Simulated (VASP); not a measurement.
BaTiO3: single point with PBE

BaTiO3:

```
Ba Ti O
1.0
     3.92567    0.00000    0.00000
     0.00000    3.92567    0.00000
     0.00000    0.00000    4.23829
Ba Ti O
1 1 3
Cartesian
  1.9628 1.9628 2.5060
  0.0000 0.0000 0.4595
  0.0000 1.9628 0.2553
  1.9628 0.0000 0.2553
  0.0000 0.0000 2.2879
```

This cell differs from its parent crystal: biaxial strain in the a-b plane: -1.5 %.

```yaml
Program: VASP 6.6.1
Task: single point
Functional: PBE
Potentials_or_basis: VASP PAW PBE potentials, release 64 (Ba_sv, Ti_sv, O)
Cutoff: 520 eV
k_mesh: 8 × 8 × 6
Occupations: gaussian, width 0.02 eV
Spin: no spin polarisation
Dipole_correction: no
Further_INCAR_settings: ALGO = Normal; EDIFF = 1e-07; NBANDS = 28
```

```yaml
Pressure: 5.4 GPa
Largest_force: 0.136 eV/Å
Band_gap_on_the_k_mesh: 1.82 eV, indirect (least direct gap 2.43 eV)
```

Forces in eV/Å, atoms in the order of the input:
```
Ba   0.000  0.000 -0.046
Ti   0.000  0.000  0.136
O    0.000  0.000 -0.017
O    0.000  0.000 -0.017
O    0.000  0.000 -0.056
```

Stress tensor (GPa, compression positive):
```
6.94 0.00 0.00
0.00 6.94 0.00
0.00 0.00 2.33
```

Levels at points of the mesh, in eV from the valence-band top:
```
           k point  band 18  band 19  band 20  band 21  band 22  band 23
(0.00, 0.00, 0.00)    -1.01    -0.61    -0.61     1.82     2.44     2.44
(0.50, 0.00, 0.00)    -1.83    -1.66    -1.39     2.53     3.55     3.63
(0.50, 0.50, 0.00)    -1.08    -1.08    -0.05     3.67     3.67     4.04
(0.00, 0.00, 0.50)    -2.09    -0.76    -0.76     1.93     3.40     3.40
(0.50, 0.00, 0.50)    -1.30    -1.19    -0.62     3.41     3.60     3.74
(0.50, 0.50, 0.50)    -0.54    -0.54     0.00     4.00     4.00     4.22
```

It took 100 s on 1 thread of Intel(R) Xeon(R) Platinum 8488C (Sapphire Rapids), with other jobs on the host, peak memory 0.25 GiB.

Caveat: the cell differs from its parent crystal (biaxial strain in the a-b plane: -1.5 %); spin-orbit coupling is left out, which moves the levels of the heavy elements. A k mesh can miss the band edges.
